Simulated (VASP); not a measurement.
Runs of VASP 6.6.1 on TaN. The structure is that of space group P6/mmm (No. 191), or close to it. The cells are those of the table. 

```csv
cell,gap on the mesh (eV),pressure (GPa)
"a = 5.124, b = 5.124, c = 2.900 Å, angles 90.0, 90.0, 120.0°, 6 atoms",none,(a)
"a = 5.156, b = 5.156, c = 2.907 Å, angles 90.0, 90.0, 120.0°, 6 atoms",none,5.1
"a = 5.192, b = 5.192, c = 2.914 Å, angles 90.0, 90.0, 120.0°, 6 atoms",none,0.1
"a = 5.177, b = 5.177, c = 2.911 Å, angles 90.0, 90.0, 120.0°, 6 atoms",none,2.1
```

Alike in all rows: task single point; level PBEsol; potentials or basis VASP PAW PBE potentials, release 64 (Ta_sv_GW, N); no spin polarisation; k mesh 6 × 6 × 9; cutoff (eV) 700; smearing gaussian 0.1 eV.

Q: Fill in the values left out.

A: (a) 10.2.

Caveats: the PAW data sets were made with another functional, which shifts forces and pressure a little; spin-orbit coupling is left out, which moves the levels of the heavy elements; the cell stands under pressure (at least some runs).

A k mesh can miss the band edges, and the runs leave out spin-orbit coupling on Ta.

A gap of «none» marks levels without a gap at the run's occupations.
